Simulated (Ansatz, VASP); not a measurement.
## One calculation of SnO, two programs

```
CELL_PARAMETERS angstrom
3.29754 0.00000 0.00000
-1.64877 2.85576 0.00000
0.00000 0.00000 18.36176
ATOMIC_POSITIONS crystal
Sn 0.00000 0.00000 0.99727
Sn 0.33333 0.66667 0.24638
Sn 0.00000 0.00000 0.49727
Sn 0.66667 0.33333 0.74638
O 0.00000 0.00000 0.19023
O 0.33333 0.66667 0.44113
O 0.00000 0.00000 0.69023
O 0.66667 0.33333 0.94113
```

Alike in both runs: task single point; functional r2SCAN; k mesh 9 × 9 × 2; no spin polarisation.

|  | VASP | Ansatz |
| --- | --- | --- |
| version | VASP 6.6.1 | Ansatz 0.2.0 |
| potentials or method | VASP PAW PBE potentials, release 64 (Sn_d, O) | plane waves, PAW |
| plane-wave cutoff (eV) | 520 | 500 |
| occupations | gaussian, width 0.01 eV | fixed |
| valence electrons in the cell | 80 | 80 |

|  | VASP | Ansatz | Ansatz less VASP |
| --- | --- | --- | --- |
| gap on the k mesh at the Fermi level (eV) | 1.64 | 1.67 | +0.032 |
| pressure (GPa) | 0.4 | 0.0 | -0.44 |
| traceless stress, the component that is largest in VASP (GPa) | -0.17 | 0.01 | +0.180 |
| rms of the force components (eV/Å) | 0.062 | 0.001 | -0.0613 |

VASP's potentials were made for PBE, not for r2SCAN. Atom by atom the forces differ by 0.063 eV/Å (rms over components).
